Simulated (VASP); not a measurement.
# SnO2 (P4_2/mnm) in VASP: settings compared

The runs below take SnO2 through single point, relaxation of cell and atoms, with PBE, r2SCAN.

Program: VASP 6.6.1. These are calculated values, not measurements. Logs are shortened: lines on timing, memory, paths and dates and some standing lists are left out, and cuts for length are marked.

## 1. The cell of the first run

Symmetry: P4_2/mnm, No. 136, tetragonal system. The conventional cell has a = 4.827 Å, b = 4.827 Å, c = 3.238 Å, α = 90.00°, β = 90.00°, γ = 90.00°. Sn (site symmetry mmm) has 6 O at 2.09 Å within 2.8 Å. O (site symmetry m2m) has 3 Sn at 2.09 Å and 1 O at 2.64 Å within 2.8 Å.

## 2. Single point, PBE

INCAR reads:

```
SYSTEM = SnO2
ALGO = Normal
EDIFF = 1E-6
ENCUT = 520
GGA = PE
ISIF = 2
ISMEAR = -1
LASPH = .True.
LCHARG = .False.
LREAL = .False.
LWAVE = .False.
NBANDS = 35
NELM = 60
PREC = Accurate
SIGMA = 0.02
```

KPOINTS reads:

```
k-points
0
Gamma
  6 6 8
  0 0 0
```

POSCAR reads:

```
SnO2
1.0
    4.8271903542      0.0000000000      0.0000000000
    0.0000000000      4.8271903542      0.0000000000
    0.0000000000      0.0000000000      3.2381522553
Sn O
2 4
Direct
    0.5000000000      0.5000000000      0.5000000000
    0.0000000000      0.0000000000      0.0000000000
    0.1934234767      0.8065765233      0.5000000000
    0.8065765233      0.1934234767      0.5000000000
    0.3065765233      0.3065765233      0.0000000000
    0.6934234767      0.6934234767      0.0000000000
```

Potentials or basis: VASP PAW PBE potentials, release 64 (Sn_d, O).

Launch:

```sh
$ cat potpaw_PBE.64/Sn_d/POTCAR potpaw_PBE.64/O/POTCAR > POTCAR
$ mpirun -np 1 vasp_std > vasp.out
```

OUTCAR:

```text
SYSTEM = SnO2
   EDIFF = 1E-6
   ENCUT = 520
   GGA = PE
   ISIF = 2
   ISMEAR = -1
   LASPH = .True.
   LREAL = .False.
   NELM = 60
   PREC = Accurate

 ion  position               nearest neighbor table
   1  0.500  0.500  0.500-   5 2.09   6 2.09   5 2.09   6 2.09   3 2.09   4 2.09
   2  0.000  0.000  0.000-   3 2.09   4 2.09   3 2.09   4 2.09   5 2.09   6 2.09
   3  0.193  0.807  0.500-   2 2.09   2 2.09   1 2.09
   4  0.807  0.193  0.500-   2 2.09   2 2.09   1 2.09
   5  0.307  0.307  0.000-   1 2.09   1 2.09   2 2.09
   6  0.693  0.693  0.000-   1 2.09   1 2.09   2 2.09

  LATTYP: Found a simple tetragonal cell.
 ALAT       =     4.8271903542
 C/A-ratio  =     0.6708151156

  Lattice vectors:

 A1 = (   4.8271903542,   0.0000000000,   0.0000000000)
 A2 = (   0.0000000000,   4.8271903542,   0.0000000000)
 A3 = (   0.0000000000,   0.0000000000,   3.2381522553)

Analysis of symmetry for initial positions (statically):
=====================================================================
 Subroutine PRICEL returns:
 Original cell was already a primitive cell.

 Routine SETGRP: Setting up the symmetry group for a
 simple tetragonal supercell.

 Subroutine GETGRP returns: Found 16 space group operations
 (whereof  8 operations were pure point group operations)
 out of a pool of 16 trial point group operations.

The static configuration has the point symmetry D_2h.
 The point group associated with its full space group is D_4h.

Analysis of symmetry for dynamics (positions and initial velocities):
=====================================================================
 Subroutine PRICEL returns:
 Original cell was already a primitive cell.

 Routine SETGRP: Setting up the symmetry group for a
 simple tetragonal supercell.

 Subroutine GETGRP returns: Found 16 space group operations
 (whereof  8 operations were pure point group operations)
 out of a pool of 16 trial point group operations.

The dynamic configuration has the point symmetry D_2h.
 The point group associated with its full space group is D_4h.

 Subroutine INISYM returns: Found 16 space group operations
 (whereof  8 operations are pure point group operations),
 and found     1 'primitive' translations

----------------------------------------------------------------------------------------

                                     Primitive cell

  volume of cell :      75.4547

  direct lattice vectors                    reciprocal lattice vectors
     4.827190354  0.000000000  0.000000000     0.207159844  0.000000000  0.000000000
     0.000000000  4.827190354  0.000000000     0.000000000  0.207159844  0.000000000
     0.000000000  0.000000000  3.238152255     0.000000000  0.000000000  0.308818092

  length of vectors
     4.827190354  4.827190354  3.238152255     0.207159844  0.207159844  0.308818092

  position of ions in fractional coordinates (direct lattice)
     0.500000000  0.500000000  0.500000000
     0.000000000  0.000000000  0.000000000
     0.193423477  0.806576523  0.500000000
     0.806576523  0.193423477  0.500000000
     0.306576523  0.306576523  0.000000000
     0.693423477  0.693423477  0.000000000

  ion indices of the primitive-cell ions
   primitive index   ion index
                 1           1
                 2           2
                 3           3
                 4           4
                 5           5
                 6           6

----------------------------------------------------------------------------------------

 KPOINTS: k-points

Automatic generation of k-mesh.
 Grid dimensions read from file:
 generate k-points for:    6    6    8

 Generating k-lattice:

  Cartesian coordinates                     Fractional coordinates (reciprocal lattice)
     0.034526641  0.000000000  0.000000000     0.166666667  0.000000000  0.000000000
     0.000000000  0.034526641  0.000000000     0.000000000  0.166666667  0.000000000
     0.000000000  0.000000000  0.038602261     0.000000000  0.000000000  0.125000000

  Length of vectors
     0.034526641  0.034526641  0.038602261

  Shift w.r.t. Gamma in fractional coordinates (k-lattice)
     0.000000000  0.000000000  0.000000000

 Subroutine IBZKPT returns following result:
 ===========================================

 Found     50 irreducible k-points:

 Following reciprocal coordinates:
            Coordinates               Weight
  0.000000  0.000000  0.000000      1.000000
  0.166667  0.000000  0.000000      4.000000
  0.333333  0.000000  0.000000      4.000000
  0.500000  0.000000  0.000000      2.000000
  0.166667  0.166667  0.000000      4.000000
  0.333333  0.166667  0.000000      8.000000
[... 16 lines left out ...]
  0.333333  0.000000  0.250000      8.000000
  0.500000  0.000000  0.250000      4.000000
 [... further k-points ...]
   k-points           NKPTS =     50   k-points in BZ     NKDIM =     50   number of bands    NBANDS=     35
   number of dos      NEDOS =    301   number of ions     NIONS =      6
   total plane-waves  NPLWV =  31104
   dimension x,y,z NGX =    36 NGY =   36 NGZ =   24
   dimension x,y,z NGXF=    72 NGYF=   72 NGZF=   48
   ions per type =               2   4
   NGX,Y,Z   is equivalent  to a cutoff of  12.40, 12.40, 12.32 a.u.
   NGXF,Y,Z  is equivalent  to a cutoff of  24.80, 24.80, 24.64 a.u.
 SYSTEM =  SnO2
   PREC   = accura    normal or accurate (medium, high low for compatibility)
   ISTART =      0    job   : 0-new  1-cont  2-samecut
   ICHARG =      2    charge: 1-file 2-atom 10-const
   ISPIN  =      1    spin polarized calculation?
   LNONCOLLINEAR =      F non collinear calculations
   LSORBIT =      F    spin-orbit coupling
   LASPH  =      T    aspherical Exc in radial PAW
   ENCUT  =  520.0 eV  38.22 Ry    6.18 a.u.   8.98  8.98  6.02*2*pi/ulx,y,z
   NELM   =     60;   NELMIN=  2; NELMDL= -5     # of ELM steps
   EDIFF  = 0.1E-05   stopping-criterion for ELM
   LREAL  =      F    real-space projection
[... 7 lines left out ...]
   TEBEG  =    0.0;   TEEND  =   0.0 temperature during run
   PSTRESS=    0.0 pullay stress
   NELECT =      52.0000    total number of electrons
   NUPDOWN=      -1.0000    fix difference up-down
   EMIN   =  10.00;   EMAX   =-10.00  energy-range for DOS
   EFERMI =   0.00;   METHOD = LEGACY
   ISMEAR =    -1;   SIGMA  =   0.02  broadening in eV -4-tet -1-fermi 0-gaus
   EFERMI_NEDOS =   21; number of points for ismear=-14 and -15
   IALGO  =     38    algorithm
   IMIX   =      4    mixing-type and parameters
     AMIX     =   0.40;   BMIX     =  1.00
     AMIX_MAG =   1.60;   BMIX_MAG =  1.00
  volume/ion in A,a.u.               =      12.58        84.87
  Fermi-wavevector in a.u.,A,eV,Ry     =   1.446041  2.732621 28.450248  2.091034
  Thomas-Fermi vector in A             =   2.564154
   LORBIT       =      0    0 simple, 1 ext, 2 COOP (PROOUT), +10 PAW based schemes
   GGA     = PE    functional components
   LHFCALC =     F    Hartree Fock is set to
   AEXX    =    0.0000 exact exchange contribution
   IVDW    =     0    specifies the selected vdW correction
   LEPSILON=     F    determine dielectric tensor
   LRPA    =     F    only Hartree local field effects (RPA)
 non-spin polarized calculation
  energy-cutoff  :      520.00
  volume of cell :       75.45
 maximum number of plane-waves:      2068
 NGX is ok and might be reduce to    36
   NGX = 17   NGY = 17   NGZ = 13

 number of electron      52.0000002 magnetization

 Free energy of the ion-electron system (eV)
  ---------------------------------------------------
  ext. energy  EPLUGINS =         0.00000000
  ---------------------------------------------------
  free energy    TOTEN  =       -37.31095963 eV

  energy without entropy =      -37.31095963  energy(sigma->0) =      -37.31095963

 E-fermi :   5.8699     XC(G=0): -10.9765

 val. band max:        5.5324157972   @ k =   0.0000   0.0000   0.0000
 cond. band min:       6.2021623083   @ k =   0.0000   0.0000   0.0000
 fundamental gap:      0.6697465111
 Fermi energy:         5.8698953534

 k-point     1 :       0.0000    0.0000    0.0000
  band No.  band energies     occupation
      1     -15.5032      2.00000
      2     -14.8386      2.00000
      3     -14.6454      2.00000
      4     -14.6182      2.00000
      5     -14.6182      2.00000
      6     -14.5525      2.00000
[... 27 lines left out ...]
     34      17.0162      0.00000
     35      17.7909      0.00000

 k-point     2 :       0.1667    0.0000    0.0000
  band No.  band energies     occupation
      1     -15.4658      2.00000
      2     -14.8805      2.00000
      3     -14.6446      2.00000
      4     -14.6167      2.00000
      5     -14.6166      2.00000
      6     -14.5810      2.00000
[... 27 lines left out ...]
     34      17.1173      0.00000
     35      17.7902      0.00000

 k-point     3 :       0.3333    0.0000    0.0000
  band No.  band energies     occupation
      1     -15.3578      2.00000
      2     -15.0138      2.00000
      3     -14.6419      2.00000
      4     -14.6189      2.00000
      5     -14.6137      2.00000
      6     -14.6135      2.00000
[... 27 lines left out ...]
     34      17.4782      0.00000
     35      17.7713      0.00000
[... 723 lines left out ...]
 k-point    23 :       0.3333    0.0000    0.2500
  band No.  band energies     occupation
      1     -15.2625      2.00000
      2     -15.1405      2.00000
      3     -14.8595      2.00000
      4     -14.6775      2.00000
      5     -14.5525      2.00000
      6     -14.5457      2.00000
[... 27 lines left out ...]
     34      17.4125      0.00000
     35      17.7620      0.00000

 k-point    24 :       0.5000    0.0000    0.2500
  band No.  band energies     occupation
      1     -15.2197      2.00000
      2     -15.2197      2.00000
      3     -14.7549      2.00000
      4     -14.7549      2.00000
      5     -14.5482      2.00000
      6     -14.5482      2.00000
[... 27 lines left out ...]
     34      17.5194      0.00000
     35      17.8020      0.00000

 [... further k-points ...]

------------------------ aborting loop because EDIFF is reached ----------------------------------------

  FORCE on cell =-STRESS in cart. coord.  units (eV):
  Direction    XX          YY          ZZ          XY          YZ          ZX
  --------------------------------------------------------------------------------------
  -------------------------------------------------------------------------------------
  Total        0.2499450      0.2499450      0.3844599      0.0000000      0.0000000      0.0000000
  in kB        5.3072414      5.3072414      8.1634828      0.0000000      0.0000000      0.0000000
  external PRESSURE =       6.2593219 kB  Pullay stress =       0.0000000 kB

 VOLUME and BASIS-vectors are now :
 -----------------------------------------------------------------------------
  energy-cutoff  :      520.00
  volume of cell :       75.45
      direct lattice vectors                 reciprocal lattice vectors
     4.827190354  0.000000000  0.000000000     0.207159844  0.000000000  0.000000000
     0.000000000  4.827190354  0.000000000     0.000000000  0.207159844  0.000000000
     0.000000000  0.000000000  3.238152255     0.000000000  0.000000000  0.308818092

 POSITION                                       TOTAL-FORCE (eV/Angst)
 -----------------------------------------------------------------------------------
      2.41360      2.41360      1.61908        -0.000000      0.000000      0.000000
      0.00000      0.00000      0.00000        -0.000000      0.000000      0.000000
      0.93369      3.89350      1.61908         0.011732     -0.011732      0.000000
      3.89350      0.93369      1.61908        -0.011732      0.011732     -0.000000
      1.47990      1.47990      0.00000        -0.011732     -0.011732      0.000000
      3.34729      3.34729      0.00000         0.011732      0.011732     -0.000000
 -----------------------------------------------------------------------------------
    total drift:                                0.000000      0.000000      0.000000

  FREE ENERGIE OF THE ION-ELECTRON SYSTEM (eV)
  ---------------------------------------------------
  free  energy   TOTEN  =       -37.3109596335 eV

  energy  without entropy=      -37.3109596332  energy(sigma->0) =      -37.31095963
```

Wall time 40 s (1 thread of Intel Xeon 6975P-C (Granite Rapids), shared host); peak memory 0.24 GiB.

Results:

| Item | Value |
| --- | --- |
| Free energy | -37.3110 eV |
| Pressure | 0.6 GPa |
| Largest force | 0.017 eV/Å |
| Band gap on the k mesh | 0.67 eV |

Forces in eV/Å, atoms in the order of the input:
```
Sn   0.000  0.000  0.000
Sn   0.000  0.000  0.000
O    0.012 -0.012  0.000
O   -0.012  0.012  0.000
O   -0.012 -0.012  0.000
O    0.012  0.012  0.000
```

Stress tensor (GPa, compression positive):
```
0.53 0.00 0.00
0.00 0.53 0.00
0.00 0.00 0.82
```

Levels at points of the mesh, in eV from the valence-band top:
```tsv
k point	band 24	band 25	band 26	band 27	band 28	band 29
(0.00, 0.00, 0.00)	-0.74	-0.74	0.00	0.67	5.69	6.06
(0.50, 0.00, 0.00)	-1.21	-0.61	-0.61	3.88	3.88	6.81
(0.50, 0.50, 0.00)	-1.33	-0.85	-0.85	4.27	4.27	7.15
(0.00, 0.00, 0.50)	-1.53	-1.18	-1.18	5.59	5.59	9.36
(0.50, 0.00, 0.50)	-1.02	-0.75	-0.75	5.85	5.85	7.61
(0.50, 0.50, 0.50)	-0.92	-0.78	-0.78	4.35	4.35	8.61
```

Caveat: spin-orbit coupling is left out, which moves the levels of the heavy elements.

## 3. Single point, r2SCAN

This run uses another cell than the first one, of 12.09 Å³/atom.

POSCAR reads:

```
SnO2
1.0
    4.7605590414      0.0000000000      0.0000000000
    0.0000000000      4.7605590414      0.0000000000
    0.0000000000      0.0000000000      3.2000977422
Sn O
2 4
Direct
    0.5000000000      0.5000000000      0.5000000000
    0.0000000000      0.0000000000      0.0000000000
    0.1941204007      0.8058795993      0.5000000000
    0.8058795993      0.1941204007      0.5000000000
    0.3058795993      0.3058795993      0.0000000000
    0.6941204007      0.6941204007      0.0000000000
```

INCAR.step1 reads:

```
SYSTEM = SnO2
ALGO = Normal
EDIFF = 1E-4
ENCUT = 520
GGA = PE
ISMEAR = -1
LASPH = .True.
LCHARG = .False.
LREAL = .False.
LWAVE = .True.
NBANDS = 35
NELM = 80
PREC = Accurate
SIGMA = 0.02
```

INCAR.step2 reads:

```
SYSTEM = SnO2
ALGO = Normal
EDIFF = 1E-6
ENCUT = 520
ISIF = 2
ISMEAR = -1
ISTART = 1
LASPH = .True.
LCHARG = .True.
LELF = .True.
LMIXTAU = .True.
LREAL = .False.
LVHAR = .True.
LWAVE = .False.
METAGGA = R2SCAN
NBANDS = 35
NELM = 80
PREC = Accurate
SIGMA = 0.02
```

KPOINTS is that of step 2.

Potentials or basis: VASP PAW PBE potentials, release 64 (Sn_d, O).

Launch:

```sh
$ cat potpaw_PBE.64/Sn_d/POTCAR potpaw_PBE.64/O/POTCAR > POTCAR
$ cp INCAR.step1 INCAR
$ mpirun -np 1 vasp_std > vasp.out
$ cp INCAR.step2 INCAR
$ mpirun -np 1 vasp_std > vasp.out
```

It took 2.2 min on 1 thread of Intel Xeon 6975P-C (Granite Rapids), shared host; peak memory 0.24 GiB.

The run converged. Its results:

```yaml
Free_energy: -84.6296 eV
Pressure: 1.1 GPa
Largest_force: 0.024 eV/Å
Band_gap_on_the_k_mesh: 1.79 eV
```

Forces in eV/Å, atoms in the order of the input:
```
Sn   0.000  0.000  0.000
Sn   0.000  0.000  0.000
O    0.017 -0.017  0.000
O   -0.017  0.017  0.000
O   -0.017 -0.017  0.000
O    0.017  0.017  0.000
```

Stress tensor (GPa, compression positive):
```
0.90 0.00 0.00
0.00 0.90 0.00
0.00 0.00 1.47
```

Levels at points of the mesh, in eV from the valence-band top:
```
           k point  band 23  band 24  band 25  band 26  band 27  band 28  band 29  band 30
(0.00, 0.00, 0.00)    -1.22    -0.78    -0.78     0.00     1.79     6.82     7.05     7.05
(0.50, 0.00, 0.00)    -1.17    -1.17    -0.62    -0.62     5.00     5.00     7.81     7.81
(0.50, 0.50, 0.00)    -1.30    -1.30    -0.92    -0.92     5.45     5.45     8.22     8.22
(0.00, 0.00, 0.50)    -1.67    -1.67    -1.27    -1.27     6.87     6.87    10.53    10.53
(0.50, 0.00, 0.50)    -1.11    -1.11    -0.69    -0.69     7.15     7.15     8.85     8.85
(0.50, 0.50, 0.50)    -0.96    -0.96    -0.85    -0.85     5.52     5.52     9.65     9.65
```

Caveat: the PAW data sets were made with another functional, which shifts forces and pressure a little; spin-orbit coupling is left out, which moves the levels of the heavy elements.

(Part 1 of 2 ends here.)
